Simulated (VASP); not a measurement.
# CsPbBr3 (Pm-3m) in VASP: a series of runs

Runs on CsPbBr3. Level: PBEsol. Tasks: single point.

Program: VASP 6.6.1. These are calculated values, not measurements. Logs are shortened: lines on timing, memory, paths and dates and some standing lists are left out, and cuts for length are marked.

### 1 The cell of the first run

The structure is cubic, space group Pm-3m (No. 221). Conventional cell: a = 5.870 Å, b = 5.870 Å, c = 5.870 Å, α = 90.00°, β = 90.00°, γ = 90.00°. Within 3.9 Å of Pb (site symmetry m-3m) lie 6 Br at 2.94 Å. Within 5.4 Å of Cs (site symmetry m-3m) lie 12 Br at 4.15 Å and 8 Pb at 5.08 Å. Br (site symmetry 4/mmm) has 2 Pb at 2.94 Å within 3.9 Å.

### 2 Single point, PBEsol, non-collinear spin, zero start, spin-orbit coupling

INCAR reads:

```
SYSTEM = CsPbBr3
  PREC = Accurate
  ENCUT = 520
  EDIFF = 1E-6
  ISMEAR = -1
  SIGMA = 0.05
  LREAL = .False.
  LASPH = .True.
  NELM = 150
  ALGO = Normal
  ISIF = 2
  LWAVE = .False.
  LCHARG = .False.
  LNONCOLLINEAR = .True.
  MAGMOM = 0 0 0 0 0 0 0 0 0 0 0 0 0 0 0
  LORBIT = 11
  LSORBIT = .True.
  GGA_COMPAT = .False.
  LORBMOM = .True.
  GGA = PS
  NBANDS = 59
```

KPOINTS reads:

```
Automatic mesh
0
Gamma
  5 5 5
  0 0 0
```

POSCAR reads:

```
CsPbBr3
1.0
    5.8700000000      0.0000000000      0.0000000000
    0.0000000000      5.8700000000      0.0000000000
    0.0000000000      0.0000000000      5.8700000000
Pb Cs Br
1 1 3
Direct
    0.5000000000      0.5000000000      0.5000000000
    0.0000000000      0.0000000000      0.0000000000
    0.5000000000      0.5000000000      0.0000000000
    0.5000000000      0.0000000000      0.5000000000
    0.0000000000      0.5000000000      0.5000000000
```

Potentials or basis: VASP PAW PBE potentials, release 64 (Pb_d, Cs_sv, Br).

The run is started by

```console
> cat potpaw_PBE.64/Pb_d/POTCAR potpaw_PBE.64/Cs_sv/POTCAR potpaw_PBE.64/Br/POTCAR > POTCAR
> mpirun -np 1 vasp_ncl > vasp.out
```

OUTCAR:

```text
SYSTEM = CsPbBr3
   PREC = Accurate
   ENCUT = 520
   EDIFF = 1E-6
   ISMEAR = -1
   LREAL = .False.
   LASPH = .True.
   NELM = 150
   ISIF = 2
   LNONCOLLINEAR = .True.
   LORBIT = 11
   LSORBIT = .True.
   GGA = PS

 ion  position               nearest neighbor table
   1  0.500  0.500  0.500-   3 2.94   4 2.94   5 2.94   3 2.94   4 2.94   5 2.94
   2  0.000  0.000  0.000-
   3  0.500  0.500  0.000-   1 2.94   1 2.94
   4  0.500  0.000  0.500-   1 2.94   1 2.94
   5  0.000  0.500  0.500-   1 2.94   1 2.94

  LATTYP: Found a simple cubic cell.
 ALAT       =     5.8700000000

  Lattice vectors:

 A1 = (   5.8700000000,   0.0000000000,   0.0000000000)
 A2 = (   0.0000000000,   5.8700000000,   0.0000000000)
 A3 = (   0.0000000000,   0.0000000000,   5.8700000000)

Analysis of symmetry for initial positions (statically):
=====================================================================
 Subroutine PRICEL returns:
 Original cell was already a primitive cell.

 Routine SETGRP: Setting up the symmetry group for a
 simple cubic supercell.

 Subroutine GETGRP returns: Found 48 space group operations
 (whereof 48 operations were pure point group operations)
 out of a pool of 48 trial point group operations.

The static configuration has the point symmetry O_h .

Analysis of symmetry for dynamics (positions and initial velocities):
=====================================================================
 Subroutine PRICEL returns:
 Original cell was already a primitive cell.

 Routine SETGRP: Setting up the symmetry group for a
 simple cubic supercell.

 Subroutine GETGRP returns: Found 48 space group operations
 (whereof 48 operations were pure point group operations)
 out of a pool of 48 trial point group operations.

The dynamic configuration has the point symmetry O_h .

Analysis of structural, dynamic, and magnetic symmetry:
=====================================================================
 Subroutine PRICEL returns:
 Original cell was already a primitive cell.

 Routine SETGRP: Setting up the symmetry group for a
 simple cubic supercell.

 Subroutine GETGRP returns: Found 48 space group operations
 (whereof 48 operations were pure point group operations)
 out of a pool of 48 trial point group operations.

The overall configuration has the point symmetry O_h .

 Subroutine INISYM returns: Found 48 space group operations
 (whereof 48 operations are pure point group operations),
 and found     1 'primitive' translations

----------------------------------------------------------------------------------------

                                     Primitive cell

  volume of cell :     202.2620

  direct lattice vectors                    reciprocal lattice vectors
     5.870000000  0.000000000  0.000000000     0.170357751  0.000000000  0.000000000
     0.000000000  5.870000000  0.000000000     0.000000000  0.170357751  0.000000000
     0.000000000  0.000000000  5.870000000     0.000000000  0.000000000  0.170357751

  length of vectors
     5.870000000  5.870000000  5.870000000     0.170357751  0.170357751  0.170357751

  position of ions in fractional coordinates (direct lattice)
     0.500000000  0.500000000  0.500000000
     0.000000000  0.000000000  0.000000000
     0.500000000  0.500000000  0.000000000
     0.500000000  0.000000000  0.500000000
     0.000000000  0.500000000  0.500000000

  ion indices of the primitive-cell ions
   primitive index   ion index
                 1           1
                 2           2
                 3           3
                 4           4
                 5           5

----------------------------------------------------------------------------------------

 KPOINTS: Automatic mesh

Automatic generation of k-mesh.
 Grid dimensions read from file:
 generate k-points for:    5    5    5

 Generating k-lattice:

  Cartesian coordinates                     Fractional coordinates (reciprocal lattice)
     0.034071550  0.000000000  0.000000000     0.200000000  0.000000000  0.000000000
     0.000000000  0.034071550  0.000000000     0.000000000  0.200000000  0.000000000
     0.000000000  0.000000000  0.034071550     0.000000000  0.000000000  0.200000000

  Length of vectors
     0.034071550  0.034071550  0.034071550

  Shift w.r.t. Gamma in fractional coordinates (k-lattice)
     0.000000000  0.000000000  0.000000000

 Subroutine IBZKPT returns following result:
 ===========================================

 Found     10 irreducible k-points:

 Following reciprocal coordinates:
            Coordinates               Weight
  0.000000  0.000000  0.000000      1.000000
  0.200000  0.000000  0.000000      6.000000
  0.400000  0.000000  0.000000      6.000000
  0.200000  0.200000  0.000000     12.000000
  0.400000  0.200000  0.000000     24.000000
  0.400000  0.400000  0.000000     12.000000
  0.200000  0.200000  0.200000      8.000000
[... 50 lines left out ...]
   LEPSILON=     F    determine dielectric tensor
[... 58 lines left out ...]
     5.870000000  0.000000000  0.000000000     0.170357751  0.000000000  0.000000000
     0.000000000  5.870000000  0.000000000     0.000000000  0.170357751  0.000000000
     0.000000000  0.000000000  5.870000000     0.000000000  0.000000000  0.170357751

 POSITION                                       TOTAL-FORCE (eV/Angst)
 -----------------------------------------------------------------------------------
      2.93500      2.93500      2.93500         0.000000      0.000000      0.000000
      0.00000      0.00000      0.00000         0.000000      0.000000      0.000000
      2.93500      2.93500      0.00000         0.000000      0.000000      0.000000
      2.93500      0.00000      2.93500         0.000000      0.000000      0.000000
      0.00000      2.93500      2.93500         0.000000      0.000000      0.000000
 -----------------------------------------------------------------------------------
    total drift:                                0.000000     -0.000000     -0.000000

  FREE ENERGIE OF THE ION-ELECTRON SYSTEM (eV)
  ---------------------------------------------------
  free  energy   TOTEN  =       -17.4473904766 eV

  energy  without entropy=      -17.4473904729  energy(sigma->0) =      -17.44739047

 orbital moment (x)

 # of ion     p       d       tot
 ----------------------------------------
  1        -0.000  -0.000  -0.000
  2         0.000  -0.000  -0.000
  3         0.000  -0.000  -0.000
  4         0.000   0.000   0.000
  5         0.000  -0.000  -0.000
 ----------------------------------------
           -0.000  -0.000  -0.000

 orbital moment (y)

 # of ion     p       d       tot
 ----------------------------------------
  1         0.000  -0.000  -0.000
  2         0.000   0.000   0.000
  3         0.000   0.000   0.000
  4         0.000   0.000   0.000
  5         0.000  -0.000  -0.000
 ----------------------------------------
            0.000  -0.000  -0.000

 orbital moment (z)

 # of ion     p       d       tot
 ----------------------------------------
  1         0.000  -0.000  -0.000
  2         0.000   0.000   0.000
  3         0.000  -0.000  -0.000
  4         0.000   0.000   0.000
  5         0.000   0.000   0.000
 ----------------------------------------
            0.000  -0.000  -0.000

 Spin-Orbit-Coupling matrix elements

 Ion:    1  E_soc:     -0.7810863
 l=   1
     0.0000000    -0.0631618    -0.0631618
    -0.0631618     0.0000000    -0.0631618
    -0.0631618    -0.0631618     0.0000000
 l=   2
     0.0000000    -0.0133979     0.0000000    -0.0133979    -0.0536213
    -0.0133979     0.0000000    -0.0402160    -0.0133979    -0.0134053
     0.0000000    -0.0402160     0.0000000    -0.0402160     0.0000000
    -0.0133979    -0.0133979    -0.0402160     0.0000000    -0.0134053
    -0.0536213    -0.0134053     0.0000000    -0.0134053     0.0000000
 l=   3
     0.0000000     0.0000000     0.0000000     0.0000000     0.0000000     0.0000000     0.0000000
     0.0000000     0.0000000     0.0000000     0.0000000     0.0000000     0.0000000     0.0000000
     0.0000000     0.0000000     0.0000000     0.0000000     0.0000000     0.0000000     0.0000000
     0.0000000     0.0000000     0.0000000     0.0000000     0.0000000     0.0000000     0.0000000
[... 69 lines left out ...]
 l=   2
     0.0000000    -0.0000001     0.0000000    -0.0000017     0.0000069
    -0.0000001     0.0000000    -0.0000002    -0.0000001    -0.0000001
     0.0000000    -0.0000002     0.0000000     0.0000032     0.0000000
    -0.0000017    -0.0000001     0.0000032     0.0000000     0.0000038
     0.0000069    -0.0000001     0.0000000     0.0000038     0.0000000
 l=   3
     0.0000000     0.0000000     0.0000000     0.0000000     0.0000000     0.0000000     0.0000000
     0.0000000     0.0000000     0.0000000     0.0000000     0.0000000     0.0000000     0.0000000
     0.0000000     0.0000000     0.0000000     0.0000000     0.0000000     0.0000000     0.0000000
     0.0000000     0.0000000     0.0000000     0.0000000     0.0000000     0.0000000     0.0000000
     0.0000000     0.0000000     0.0000000     0.0000000     0.0000000     0.0000000     0.0000000
     0.0000000     0.0000000     0.0000000     0.0000000     0.0000000     0.0000000     0.0000000
     0.0000000     0.0000000     0.0000000     0.0000000     0.0000000     0.0000000     0.0000000

 total charge

# of ion       s       p       d       tot
------------------------------------------
    1        1.477   0.515   9.852  11.844
    2        1.841   4.698   0.011   6.550
    3        1.605   3.227   0.009   4.840
    4        1.605   3.227   0.009   4.840
    5        1.605   3.227   0.009   4.840
--------------------------------------------------
tot          8.133  14.894   9.889  32.916

 magnetization (x)

# of ion       s       p       d       tot
------------------------------------------
    1       -0.000  -0.000  -0.000  -0.000
    2        0.000   0.000  -0.000  -0.000
    3        0.000   0.000  -0.000   0.000
    4       -0.000  -0.000  -0.000  -0.000
    5       -0.000  -0.000  -0.000  -0.000
--------------------------------------------------
tot         -0.000  -0.000  -0.000  -0.000

 magnetization (y)

# of ion       s       p       d       tot
------------------------------------------
    1        0.000   0.000   0.000   0.000
    2        0.000  -0.000   0.000   0.000
    3       -0.000  -0.000  -0.000  -0.000
    4        0.000   0.000  -0.000   0.000
    5        0.000   0.000   0.000   0.000
--------------------------------------------------
tot         -0.000   0.000   0.000   0.000

 magnetization (z)

# of ion       s       p       d       tot
------------------------------------------
    1        0.000   0.000  -0.000   0.000
    2        0.000   0.000   0.000   0.000
    3        0.000  -0.000   0.000  -0.000
    4        0.000   0.000  -0.000   0.000
    5       -0.000   0.000   0.000   0.000
--------------------------------------------------
tot          0.000   0.000  -0.000   0.000
```

Run time: 9.3 min. Hardware: 1 thread of Intel Xeon 8259CL, shared host; peak memory 0.84 GiB.

What came out:

| Item | Value |
| --- | --- |
| Free energy | -17.4474 eV |
| Pressure | -0.1 GPa |
| Net moment | 0.00 μB per cell |
| Valence electrons inside the program's atomic spheres | Pb 11.84; Cs 6.55; Br 4.84 |

Moments on the atoms (μB; x, y, z):
```
Pb  0.00 0.00 0.00
Cs  0.00 0.00 0.00
Br  0.00 0.00 0.00
Br  0.00 0.00 0.00
Br  0.00 0.00 0.00
```

Caveat: the PAW data sets were made with another functional, which shifts forces and pressure a little.

### 3 Single point, PBEsol (38.03 Å³/atom)

This run uses another cell than the first one, of 38.03 Å³/atom.

INCAR reads:

```
  PREC = Accurate
  ENCUT = 520
  EDIFF = 1E-7
  ISMEAR = -1
  SIGMA = 0.05
  LREAL = False
  LASPH = True
  NELM = 60
  ALGO = Normal
  ISIF = 2
  LWAVE = False
  LCHARG = False
  GGA = PS
  NBANDS = 30
```

KPOINTS reads:

```
Automatic mesh
0
Gamma
  5 5 5
```

Changes to POSCAR since step 2:

```diff
@@ -2,5 +2,5 @@
 1.0
-    5.8700000000      0.0000000000      0.0000000000
-    0.0000000000      5.8700000000      0.0000000000
-    0.0000000000      0.0000000000      5.8700000000
+    5.7501704582      0.0000000000      0.0000000000
+    0.0000000000      5.7501704582      0.0000000000
+    0.0000000000      0.0000000000      5.7501704582
 Pb Cs Br
```

Potentials or basis: VASP PAW PBE potentials, release 64 (Pb_d, Cs_sv, Br).

The run is started by

```console
> cat potpaw_PBE.64/Pb_d/POTCAR potpaw_PBE.64/Cs_sv/POTCAR potpaw_PBE.64/Br/POTCAR > POTCAR
> mpirun -np 1 vasp_std > vasp.out
```

It took 66 s on 1 thread of Intel Xeon Platinum 8488C (Sapphire Rapids), shared host; peak memory 0.34 GiB.

It converged, with:

| Quantity | Value |
| --- | --- |
| Free energy | -16.7690 eV |
| Pressure | 1.5 GPa |
| Band gap on the k mesh | 2.47 eV |

Levels at points of the mesh, in eV from the valence-band top:
```
           k point  band 18  band 19  band 20  band 21  band 22  band 23  band 24  band 25  band 26  band 27
(0.00, 0.00, 0.00)    -1.86    -1.86    -1.71    -1.71    -1.71     3.32     4.34     4.34     5.11     5.11
```

Caveat: the PAW data sets were made with another functional, which shifts forces and pressure a little; spin-orbit coupling is left out, which moves the levels of the heavy elements; an odd mesh through Γ misses points on the zone boundary, where band edges can lie.

### 4 Single point, PBEsol (38.83 Å³/atom)

This run uses another cell than the first one, of 38.83 Å³/atom.

INCAR reads:

```
SYSTEM = CsPbBr3
  PREC = Accurate
  ENCUT = 520
  EDIFF = 1E-6
  ISMEAR = -1
  SIGMA = 0.05
  LREAL = .False.
  LASPH = .True.
  NELM = 100
  ALGO = Normal
  ISIF = 2
  LWAVE = .False.
  LCHARG = .False.
  GGA = PS
  NBANDS = 30
```

KPOINTS reads:

```
regular mesh
0
Gamma
  5 5 5
  0 0 0
```

Changes to POSCAR since step 3:

```diff
@@ -2,5 +2,5 @@
 1.0
-    5.7501704582      0.0000000000      0.0000000000
-    0.0000000000      5.7501704582      0.0000000000
-    0.0000000000      0.0000000000      5.7501704582
+    5.7906659505      0.0000000000      0.0000000000
+    0.0000000000      5.7906659505      0.0000000000
+    0.0000000000      0.0000000000      5.7906659505
 Pb Cs Br
```

The run is started by

```console
> cat potpaw_PBE.64/Pb_d/POTCAR potpaw_PBE.64/Cs_sv/POTCAR potpaw_PBE.64/Br/POTCAR > POTCAR
> mpirun -np 1 vasp_std > vasp.out
```

It took 65 s on 1 thread of Intel Xeon Platinum 8488C (Sapphire Rapids), shared host; peak memory 0.34 GiB.

The run converged. Its results:

```
Free energy            : -16.7998 eV
Pressure               : 0.9 GPa
Band gap on the k mesh : 2.51 eV
```

Levels at points of the mesh, in eV from the valence-band top:
```
           k point  band 18  band 19  band 20  band 21  band 22  band 23  band 24  band 25  band 26  band 27
(0.00, 0.00, 0.00)    -1.74    -1.74    -1.60    -1.60    -1.60     3.39     4.46     4.46     5.22     5.22
```

Caveat: the PAW data sets were made with another functional, which shifts forces and pressure a little; spin-orbit coupling is left out, which moves the levels of the heavy elements; an odd mesh through Γ misses points on the zone boundary, where band edges can lie.

### 5 Single point, PBEsol (39.64 Å³/atom)

This run uses another cell than the first one, of 39.64 Å³/atom.

INCAR reads:

```
ALGO = Normal
EDIFF = 1E-6
ENCUT = 520
GGA = PS
ISIF = 2
ISMEAR = -1
LASPH = True
LCHARG = False
LREAL = False
LWAVE = False
NBANDS = 30
NELM = 80
PREC = Accurate
SIGMA = 0.05
```

KPOINTS reads:

```
k-points
0
Gamma
  5 5 5
```

Changes to POSCAR since step 4:

```diff
@@ -2,5 +2,5 @@
 1.0
-    5.7906659505      0.0000000000      0.0000000000
-    0.0000000000      5.7906659505      0.0000000000
-    0.0000000000      0.0000000000      5.7906659505
+    5.8306028398      0.0000000000      0.0000000000
+    0.0000000000      5.8306028398      0.0000000000
+    0.0000000000      0.0000000000      5.8306028398
 Pb Cs Br
```

The run is started by

```console
> cat potpaw_PBE.64/Pb_d/POTCAR potpaw_PBE.64/Cs_sv/POTCAR potpaw_PBE.64/Br/POTCAR > POTCAR
> mpirun -np 1 vasp_std > vasp.out
```

It took 68 s on 1 thread of Intel Xeon Platinum 8488C (Sapphire Rapids), shared host; peak memory 0.34 GiB.

Results (log left out):

```
Free energy            : -16.8170 eV
Pressure               : 0.4 GPa
Band gap on the k mesh : 2.54 eV
```

Levels at points of the mesh, in eV from the valence-band top:
| k point | band 20 | band 21 | band 22 | band 23 | band 24 | band 25 |
| --- | --- | --- | --- | --- | --- | --- |
| (0.00, 0.00, 0.00) | -1.50 | -1.50 | -1.50 | 3.47 | 4.57 | 4.57 |

Caveat: the PAW data sets were made with another functional, which shifts forces and pressure a little; spin-orbit coupling is left out, which moves the levels of the heavy elements; an odd mesh through Γ misses points on the zone boundary, where band edges can lie.

### 6 Single point, PBEsol (41.26 Å³/atom)

This run uses another cell than the first one, of 41.26 Å³/atom.

INCAR reads:

```
  ALGO = Normal
  EDIFF = 1E-6
  ENCUT = 520
  GGA = PS
  ISIF = 2
  ISMEAR = -1
  LASPH = True
  LCHARG = True
  LELF = True
  LREAL = False
  LVHAR = True
  LWAVE = False
  NBANDS = 30
  NELM = 60
  PREC = Accurate
  SIGMA = 0.05
```

KPOINTS is that of step 5.

Changes to POSCAR since step 5:

```diff
@@ -2,5 +2,5 @@
 1.0
-    5.8306028398      0.0000000000      0.0000000000
-    0.0000000000      5.8306028398      0.0000000000
-    0.0000000000      0.0000000000      5.8306028398
+    5.9088753051      0.0000000000      0.0000000000
+    0.0000000000      5.9088753051      0.0000000000
+    0.0000000000      0.0000000000      5.9088753051
 Pb Cs Br
```

Potentials or basis: VASP PAW PBE potentials, release 64 (Pb_d, Cs_sv, Br).

The run is started by

```console
> cat potpaw_PBE.64/Pb_d/POTCAR potpaw_PBE.64/Cs_sv/POTCAR potpaw_PBE.64/Br/POTCAR > POTCAR
> mpirun -np 1 vasp_std > vasp.out
```

Run time: 73 s. Hardware: 1 thread of Intel Xeon Platinum 8488C (Sapphire Rapids), shared host; peak memory 0.34 GiB.

It converged, with:

```
Free energy            : -16.8165 eV
Pressure               : -0.4 GPa
Band gap on the k mesh : 2.61 eV
```

Levels at points of the mesh, in eV from the valence-band top:
```csv
k point,band 19,band 20,band 21,band 22,band 23,band 24,band 25,band 26
"(0.00, 0.00, 0.00)",-1.41,-1.30,-1.30,-1.30,3.60,4.77,4.77,5.51
```

Caveat: the PAW data sets were made with another functional, which shifts forces and pressure a little; spin-orbit coupling is left out, which moves the levels of the heavy elements; an odd mesh through Γ misses points on the zone boundary, where band edges can lie.

### 7 Summary

```csv
spin,cell,gap on the mesh (eV),pressure (GPa)
"non-collinear, zero start, SOC","a = 5.870 Å, 5 atoms",-,-0.1
off,"a = 5.750 Å, 5 atoms",2.47,1.5
off,"a = 5.791 Å, 5 atoms",2.51,0.9
off,"a = 5.831 Å, 5 atoms",2.54,0.4
off,"a = 5.909 Å, 5 atoms",2.61,-0.4
```

Alike in all rows: task single point; level PBEsol; potentials or basis VASP PAW PBE potentials, release 64 (Pb_d, Cs_sv, Br); k mesh 5 × 5 × 5; cutoff (eV) 520; smearing fermi-dirac 0.05 eV.

Caveats: the PAW data sets were made with another functional, which shifts forces and pressure a little; spin-orbit coupling is left out, which moves the levels of the heavy elements (at least some runs); an odd mesh through Γ misses points on the zone boundary, where band edges can lie (at least some runs).

Total energies depend on the potentials used, so only differences within one code and one set of settings carry meaning.
